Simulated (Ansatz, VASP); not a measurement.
TiB2: VASP beside Ansatz

The input INCAR:

```
SYSTEM = TiB2
ALGO     = Normal         ! electronic algorithm
EDIFF    = 1E-8           ! SCF threshold, eV
ENCUT    = 520            ! plane-wave cutoff, eV
GGA      = PS             ! functional
ISIF     = 2              ! what is computed and relaxed
ISMEAR   = -1             ! smearing method
LASPH    = .TRUE.         ! aspherical terms in the spheres
LCHARG   = .FALSE.        ! write CHGCAR
LEFG     = .TRUE.       
LREAL    = .FALSE.        ! projectors in reciprocal space
LWAVE    = .FALSE.        ! write WAVECAR
NBANDS   = 16             ! bands
NELM     = 100            ! most SCF steps
PREC     = Accurate       ! precision mode
SIGMA    = 0.08           ! smearing width, eV
```

The input KPOINTS:

```
k-points
0
G
  15 15 13
  0 0 0
```

The input POSCAR:

```
TiB2
1.0
    2.9686142376      0.0000000000      0.0000000000
   -1.4843071188      2.5708953438      0.0000000000
    0.0000000000      0.0000000000      3.2284000000
Ti B
1 2
Direct
    0.0000000000      0.0000000000      0.0000000000
    0.3333333333      0.6666666667      0.5000000000
    0.6666666667      0.3333333333      0.5000000000
```

Input for Ansatz:

```yaml
crystal:
  lattice:
    - [2.9686142376, 0.0, 0.0]
    - [-1.4843071188, 2.5708953438, 0.0]
    - [0.0, 0.0, 3.2284]
  atoms:
    - { symbol: Ti, position: [0.0, 0.0, 0.0] }
    - { symbol: B, position: [0.3333333333, 0.6666666667, 0.5] }
    - { symbol: B, position: [0.6666666667, 0.3333333333, 0.5] }
kpoints:
  mp_grid: { grid: [15, 15, 13] }
scf:
  occupations: { method: fermi_dirac, width: 0.08 }
hamiltonian:
  xc: pbesol
  pseudopotentials: { kind: all_electron, datasets: crystal }
output:
  forces: true
  stress: true
  eigenvalues: true
  efg: { contact_densities: true }
```

Change from the starting cell: equal xx and yy strain of -2 %, crystal datasets.

Alike in both runs: task electric field gradients; functional PBEsol; k mesh 15 × 15 × 13; occupations fermi-dirac, width 0.08 eV; no spin polarisation.

|  | VASP | Ansatz |
| --- | --- | --- |
| version | VASP 6.6.1 | Ansatz 0.2.0 |
| potentials or method | VASP PAW PBE potentials, release 64 (Ti_sv, B), cutoff 520 eV | all-electron PAW with datasets made for the crystal, scalar-relativistic |

Ansatz gave:

| Property | Result |
| --- | --- |
| pressure (GPa) | 6.5 |
| traceless stress, the component that is largest in VASP (GPa) | -9.43 |
| size of Vzz on the site where it differs most (V/Å²) | 25.2 |

Estimate VASP's values.

pressure (GPa): 6.9; traceless stress, the component that is largest in VASP (GPa): -9.56; size of Vzz on the site where it differs most (V/Å²): 22.0.

VASP's potentials were made for PBE, not for PBEsol. Ansatz ran all-electron here, and VASP with PAW potentials.
